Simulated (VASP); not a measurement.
# Rh (Im-3m) in VASP: a series of runs

Rh is run at these levels: r2SCAN; tasks: single point.

All numbers are computed with VASP 6.6.1; they aren't measurements. Logs are shortened: lines on timing, memory, paths and dates and some standing lists are left out, and cuts for length are marked.

**1. The cell of the first run**

Symmetry: Im-3m, No. 229, cubic system. Conventional cell: a = 3.044 Å, b = 3.044 Å, c = 3.044 Å, α = 90.00°, β = 90.00°, γ = 90.00°. Rh (site symmetry m-3m) has 14 Rh at 2.64 to 3.04 Å within 3.5 Å.

This isn't the form of Rh at room conditions, which is fcc.

**2. Single point, r2SCAN**

POSCAR reads:

```
Rh
1.0
   -1.5217965875      1.5217965875      1.5217965875
    1.5217965875     -1.5217965875      1.5217965875
    1.5217965875      1.5217965875     -1.5217965875
Rh
1
Direct
    0.0000000000      0.0000000000      0.0000000000
```

INCAR.step1 reads:

```
SYSTEM = Rh
  PREC = Accurate
  ENCUT = 520
  ISMEAR = 0
  SIGMA = 0.05
  LREAL = .FALSE.
  LASPH = .TRUE.
  NELM = 80
  NBANDS = 14
  GGA = PE
  ALGO = Normal
  EDIFF = 1E-4
  LWAVE = .TRUE.
  LCHARG = .FALSE.
```

INCAR.step2 reads:

```
SYSTEM = Rh
  PREC = Accurate
  ENCUT = 520
  EDIFF = 1E-7
  ISMEAR = 0
  SIGMA = 0.05
  LREAL = .FALSE.
  LASPH = .TRUE.
  NELM = 80
  ALGO = Normal
  ISIF = 2
  LWAVE = .FALSE.
  LCHARG = .FALSE.
  METAGGA = R2SCAN
  LMIXTAU = .TRUE.
  NBANDS = 14
  ISTART = 1
```

KPOINTS reads:

```
Automatic mesh
0
G
  20 20 20
  0 0 0
```

Potentials or basis: VASP PAW PBE potentials, release 64 (Rh_pv).

On the command line:

```bash
> cat potpaw_PBE.64/Rh_pv/POTCAR > POTCAR
> cp INCAR.step1 INCAR
> mpirun -np 1 vasp_std > vasp.out
> cp INCAR.step2 INCAR
> mpirun -np 1 vasp_std > vasp.out
```

OUTCAR:

```text
SYSTEM = Rh
   PREC = Accurate
   ENCUT = 520
   EDIFF = 1E-7
   ISMEAR = 0
   LREAL = .FALSE.
   LASPH = .TRUE.
   NELM = 80
   ISIF = 2
   METAGGA = R2SCAN
   ISTART = 1

 ion  position               nearest neighbor table
   1  0.000  0.000  0.000-

  LATTYP: Found a body centered cubic cell.
 ALAT       =     3.0435931750

  Lattice vectors:

 A1 = (  -1.5217965875,   1.5217965875,   1.5217965875)
 A2 = (   1.5217965875,  -1.5217965875,   1.5217965875)
 A3 = (   1.5217965875,   1.5217965875,  -1.5217965875)

Analysis of symmetry for initial positions (statically):
=====================================================================
 Subroutine PRICEL returns:
 Original cell was already a primitive cell.

 Routine SETGRP: Setting up the symmetry group for a
 body centered cubic supercell.

 Subroutine GETGRP returns: Found 48 space group operations
 (whereof 48 operations were pure point group operations)
 out of a pool of 48 trial point group operations.

The static configuration has the point symmetry O_h .

Analysis of symmetry for dynamics (positions and initial velocities):
=====================================================================
 Subroutine PRICEL returns:
 Original cell was already a primitive cell.

 Routine SETGRP: Setting up the symmetry group for a
 body centered cubic supercell.

 Subroutine GETGRP returns: Found 48 space group operations
 (whereof 48 operations were pure point group operations)
 out of a pool of 48 trial point group operations.

The dynamic configuration has the point symmetry O_h .

 Subroutine INISYM returns: Found 48 space group operations
 (whereof 48 operations are pure point group operations),
 and found     1 'primitive' translations

----------------------------------------------------------------------------------------

                                     Primitive cell

  volume of cell :      14.0971

  direct lattice vectors                    reciprocal lattice vectors
    -1.521796587  1.521796587  1.521796587     0.000000000  0.328559023  0.328559023
     1.521796587 -1.521796587  1.521796587     0.328559023  0.000000000  0.328559023
     1.521796587  1.521796587 -1.521796587     0.328559023  0.328559023  0.000000000

  length of vectors
     2.635829008  2.635829008  2.635829008     0.464652626  0.464652626  0.464652626

  position of ions in fractional coordinates (direct lattice)
     0.000000000  0.000000000  0.000000000

  ion indices of the primitive-cell ions
   primitive index   ion index
                 1           1

----------------------------------------------------------------------------------------

 KPOINTS: Automatic mesh

Automatic generation of k-mesh.
 Grid dimensions read from file:
 generate k-points for:   20   20   20

 Generating k-lattice:

  Cartesian coordinates                     Fractional coordinates (reciprocal lattice)
     0.000000000  0.016427951  0.016427951     0.050000000  0.000000000  0.000000000
     0.016427951  0.000000000  0.016427951     0.000000000  0.050000000  0.000000000
     0.016427951  0.016427951  0.000000000     0.000000000  0.000000000  0.050000000

  Length of vectors
     0.023232631  0.023232631  0.023232631

  Shift w.r.t. Gamma in fractional coordinates (k-lattice)
     0.000000000  0.000000000  0.000000000

 Subroutine IBZKPT returns following result:
 ===========================================

 Found    256 irreducible k-points:

 Following reciprocal coordinates:
            Coordinates               Weight
  0.000000  0.000000  0.000000      1.000000
  0.050000  0.000000  0.000000     12.000000
  0.100000  0.000000  0.000000     12.000000
  0.150000  0.000000  0.000000     12.000000
  0.200000  0.000000  0.000000     12.000000
  0.250000  0.000000  0.000000     12.000000
[... 16 lines left out ...]
  0.200000  0.100000 -0.000000     48.000000
  0.250000  0.100000  0.000000     48.000000
 [... further k-points ...]
   k-points           NKPTS =    256   k-points in BZ     NKDIM =    256   number of bands    NBANDS=     14
   number of dos      NEDOS =    301   number of ions     NIONS =      1
   total plane-waves  NPLWV =   8000
   dimension x,y,z NGX =    20 NGY =   20 NGZ =   20
   dimension x,y,z NGXF=    40 NGYF=   40 NGZF=   40
   ions per type =               1
   NGX,Y,Z   is equivalent  to a cutoff of  12.61, 12.61, 12.61 a.u.
   NGXF,Y,Z  is equivalent  to a cutoff of  25.23, 25.23, 25.23 a.u.
 SYSTEM =  Rh
   PREC   = accura    normal or accurate (medium, high low for compatibility)
   ISTART =      1    job   : 0-new  1-cont  2-samecut
   ICHARG =      0    charge: 1-file 2-atom 10-const
   ISPIN  =      1    spin polarized calculation?
   LNONCOLLINEAR =      F non collinear calculations
   LSORBIT =      F    spin-orbit coupling
   LASPH  =      T    aspherical Exc in radial PAW
   ENCUT  =  520.0 eV  38.22 Ry    6.18 a.u.   4.90  4.90  4.90*2*pi/ulx,y,z
   NELM   =     80;   NELMIN=  2; NELMDL=  0     # of ELM steps
   EDIFF  = 0.1E-06   stopping-criterion for ELM
   LREAL  =      F    real-space projection
   EDIFFG = 0.1E-05   stopping-criterion for IOM
   NSW    =      0    number of steps for IOM
   IBRION =     -1    ionic relax: 0-MD 1-quasi-New 2-CG
   NFREE  =      0    steps in history (QN), initial steepest desc. (CG)
   ISIF   =      2    stress and relaxation
   ISYM   =      2    0-nonsym 1-usesym 2-fastsym
   POTIM  = 0.5000    time-step for ionic-motion
   TEBEG  =    0.0;   TEEND  =   0.0 temperature during run
   PSTRESS=    0.0 pullay stress
   NELECT =      15.0000    total number of electrons
   NUPDOWN=      -1.0000    fix difference up-down
   EMIN   =  10.00;   EMAX   =-10.00  energy-range for DOS
   EFERMI =   0.00;   METHOD = LEGACY
   ISMEAR =     0;   SIGMA  =   0.05  broadening in eV -4-tet -1-fermi 0-gaus
   EFERMI_NEDOS =   21; number of points for ismear=-14 and -15
   IALGO  =     38    algorithm
   IMIX   =      4    mixing-type and parameters
     AMIX     =   0.40;   BMIX     =  1.00
     AMIX_MAG =   1.60;   BMIX_MAG =  1.00
  volume/ion in A,a.u.               =      14.10        95.13
  Fermi-wavevector in a.u.,A,eV,Ry     =   1.671329  3.158354 38.005712  2.793341
  Thomas-Fermi vector in A             =   2.756671
   LORBIT       =      0    0 simple, 1 ext, 2 COOP (PROOUT), +10 PAW based schemes
   METAGGA = R2SCAN    functional components
   LHFCALC =     F    Hartree Fock is set to
   AEXX    =    0.0000 exact exchange contribution
   IVDW    =     0    specifies the selected vdW correction
   LEPSILON=     F    determine dielectric tensor
   LRPA    =     F    only Hartree local field effects (RPA)
 non-spin polarized calculation
 Gauss-broadening in eV      SIGMA  =   0.05
  energy-cutoff  :      520.00
  volume of cell :       14.10
 maximum number of plane-waves:       394
   NGX =  9   NGY =  9   NGZ =  9

 number of electron      14.9999997 magnetization

 Free energy of the ion-electron system (eV)
  ---------------------------------------------------
  ext. energy  EPLUGINS =         0.00000000
  ---------------------------------------------------
  free energy    TOTEN  =       -23.77112758 eV

  energy without entropy =      -23.76819865  energy(sigma->0) =      -23.76966312

 E-fermi :  11.0687     XC(G=0): -14.9758

 val. band max:       11.0672377319   @ k =   0.3500   0.0500   0.0000
 cond. band min:      11.0730130198   @ k =   0.3500   0.2500   0.0500
 fundamental gap:      0.0057752879
 Fermi energy:        11.0686732821

 k-point     1 :       0.0000    0.0000    0.0000
  band No.  band energies     occupation
      1     -36.2858      2.00000
      2     -36.2858      2.00000
      3     -36.2858      2.00000
      4       3.3252      2.00000
      5       8.1662      2.00000
      6       8.1662      2.00000
      7       8.1662      2.00000
      8      10.6109      2.00000
      9      10.6109      2.00000
     10      29.0677      0.00000
     11      30.4769      0.00000
     12      30.4769      0.00000
     13      30.4769      0.00000
     14      40.7665      0.00000

 k-point     2 :       0.0500    0.0000    0.0000
  band No.  band energies     occupation
      1     -36.3045      2.00000
      2     -36.2920      2.00000
      3     -36.2858      2.00000
      4       3.4346      2.00000
      5       8.1223      2.00000
      6       8.1660      2.00000
      7       8.2524      2.00000
      8      10.5554      2.00000
      9      10.6139      2.00000
     10      29.0678      0.00000
     11      30.5202      0.00000
     12      30.5206      0.00000
     13      30.6309      0.00000
     14      39.7821      0.00000

 k-point     3 :       0.1000    0.0000    0.0000
  band No.  band energies     occupation
      1     -36.3586      2.00000
      2     -36.3098      2.00000
      3     -36.2859      2.00000
      4       3.7518      2.00000
      5       7.9972      2.00000
      6       8.1611      2.00000
      7       8.5076      2.00000
      8      10.4178      2.00000
      9      10.6244      2.00000
     10      29.0678      0.00000
     11      30.5577      0.00000
     12      30.5941      0.00000
     13      31.0818      0.00000
     14      38.3560      0.00000

 k-point     4 :       0.1500    0.0000    0.0000
  band No.  band energies     occupation
      1     -36.4421      2.00000
      2     -36.3375      2.00000
      3     -36.2859      2.00000
      4       4.2377      2.00000
      5       7.8081      2.00000
      6       8.1504      2.00000
      7       8.9201      2.00000
      8      10.2708      2.00000
      9      10.6452      2.00000
     10      29.0678      0.00000
     11      30.3251      0.00000
     12      30.5215      0.00000
     13      31.7986      0.00000
     14      37.3861      0.00000

 k-point     5 :       0.2000    0.0000    0.0000
  band No.  band energies     occupation
      1     -36.5464      2.00000
      2     -36.3723      2.00000
      3     -36.2860      2.00000
      4       4.8022      2.00000
      5       7.5790      2.00000
      6       8.1825      2.00000
      7       9.4700      2.00000
      8      10.1896      2.00000
      9      10.6794      2.00000
     10      29.0672      0.00000
     11      29.5218      0.00000
[... 276 lines left out ...]
 k-point    22 :       0.1500    0.1000    0.0000
  band No.  band energies     occupation
      1     -36.5819      2.00000
      2     -36.3691      2.00000
      3     -36.3087      2.00000
      4       5.0726      2.00000
      5       7.6262      2.00000
      6       7.8644      2.00000
      7       9.8749      2.00000
      8      10.0555      2.00000
      9      10.7984      2.00000
     10      29.0674      0.00000
     11      29.4926      0.00000
     12      30.0229      0.00000
     13      32.3784      0.00000
     14      35.7485      0.00000

 k-point    23 :       0.2000    0.1000   -0.0000
  band No.  band energies     occupation
      1     -36.6829      2.00000
      2     -36.4109      2.00000
      3     -36.3109      2.00000
      4       5.5486      2.00000
      5       7.3878      2.00000
      6       7.9834      2.00000
      7      10.0538      2.00000
      8      10.5970      2.00000
      9      10.9209      1.99997
     10      28.1746      0.00000
     11      29.0673      0.00000
     12      29.1557      0.00000
     13      33.1494      0.00000
     14      34.3418      0.00000

 k-point    24 :       0.2500    0.1000    0.0000
  band No.  band energies     occupation
      1     -36.7819      2.00000
      2     -36.4545      2.00000
      3     -36.3120      2.00000
      4       5.7494      2.00000
      5       7.1589      2.00000
      6       8.4338      2.00000
      7      10.1553      2.00000
      8      10.9168      1.99998
      9      11.5508      0.00000
     10      26.4052      0.00000
     11      28.3167      0.00000
     12      29.0684      0.00000
     13      32.5806      0.00000
     14      34.5497      0.00000

 [... further k-points ...]

------------------------ aborting loop because EDIFF is reached ----------------------------------------

  FORCE on cell =-STRESS in cart. coord.  units (eV):
  Direction    XX          YY          ZZ          XY          YZ          ZX
  --------------------------------------------------------------------------------------
  -------------------------------------------------------------------------------------
  Total        0.0985489      0.0985489      0.0985489      0.0000000     -0.0000000      0.0000000
  in kB       11.2003745     11.2003745     11.2003745      0.0000000     -0.0000000      0.0000000
  external PRESSURE =      11.2003745 kB  Pullay stress =       0.0000000 kB

 VOLUME and BASIS-vectors are now :
 -----------------------------------------------------------------------------
  energy-cutoff  :      520.00
  volume of cell :       14.10
      direct lattice vectors                 reciprocal lattice vectors
    -1.521796587  1.521796587  1.521796587     0.000000000  0.328559023  0.328559023
     1.521796587 -1.521796587  1.521796587     0.328559023  0.000000000  0.328559023
     1.521796587  1.521796587 -1.521796587     0.328559023  0.328559023  0.000000000

 POSITION                                       TOTAL-FORCE (eV/Angst)
 -----------------------------------------------------------------------------------
      0.00000      0.00000      0.00000        -0.000000      0.000000      0.000000
 -----------------------------------------------------------------------------------
    total drift:                                0.000000     -0.000000      0.000000

  FREE ENERGIE OF THE ION-ELECTRON SYSTEM (eV)
  ---------------------------------------------------
  free  energy   TOTEN  =       -23.7711275819 eV

  energy  without entropy=      -23.7681986507  energy(sigma->0) =      -23.76966312
```

Run time: 2.1 min. Hardware: 1 thread of Intel Xeon Platinum 8259CL at 2.50GHz (Skylake/Cascade Lake), shared host; peak memory 0.16 GiB.

Results:

```yaml
Free_energy: -23.7711 eV
Pressure: 1.1 GPa
Band_gap_on_the_k_mesh: zero (an odd number of electrons rules out a gap without spin polarisation)
```

Caveat: the PAW data sets were made with another functional, which shifts forces and pressure a little.

**3. Single point, r2SCAN**

This run uses another cell than the first one, of 14.47 Å³/atom.

POSCAR reads:

```
Rh
1.0
   -1.5351900535      1.5351900535      1.5351900535
    1.5351900535     -1.5351900535      1.5351900535
    1.5351900535      1.5351900535     -1.5351900535
Rh
1
Direct
    0.0000000000      0.0000000000      0.0000000000
```

INCAR.step1 reads:

```
PREC = Accurate
ENCUT = 520
ISMEAR = 0
SIGMA = 0.05
LREAL = F
LASPH = T
NELM = 80
NBANDS = 14
GGA = PE
ALGO = Normal
EDIFF = 1E-4
LWAVE = T
LCHARG = F
```

INCAR.step2 reads:

```
PREC = Accurate
ENCUT = 520
EDIFF = 1E-6
ISMEAR = 0
SIGMA = 0.05
LREAL = F
LASPH = T
NELM = 80
ALGO = Normal
ISIF = 2
LWAVE = F
LCHARG = F
METAGGA = R2SCAN
LMIXTAU = T
NBANDS = 14
ISTART = 1
```

KPOINTS reads:

```
regular mesh
0
Gamma
  20 20 20
```

Potentials or basis: VASP PAW PBE potentials, release 64 (Rh_pv).

On the command line:

```bash
> cat potpaw_PBE.64/Rh_pv/POTCAR > POTCAR
> cp INCAR.step1 INCAR
> mpirun -np 1 vasp_std > vasp.out
> cp INCAR.step2 INCAR
> mpirun -np 1 vasp_std > vasp.out
```

It took 96 s on 1 thread of Intel Xeon Platinum 8259CL at 2.50GHz (Skylake/Cascade Lake), shared host; peak memory 0.16 GiB.

It converged, with:

| Property | Result |
| --- | --- |
| Free energy | -23.7661 eV |
| Pressure | -5.1 GPa |
| Band gap on the k mesh | zero (an odd number of electrons rules out a gap without spin polarisation) |

Levels at points of the mesh, in eV from the Fermi level:
```csv
k point,band 5,band 6,band 7,band 8,band 9,band 10
"(0.00, 0.00, 0.00)",-2.79,-2.79,-2.79,-0.43,-0.43,18.02
"(0.50, 0.00, 0.00)",-4.28,-0.47,-0.09,1.58,1.63,9.51
"(0.50, 0.50, 0.50)",-5.70,1.14,1.14,1.14,9.91,9.91
```

Caveat: the cell stands under tension; the PAW data sets were made with another functional, which shifts forces and pressure a little.
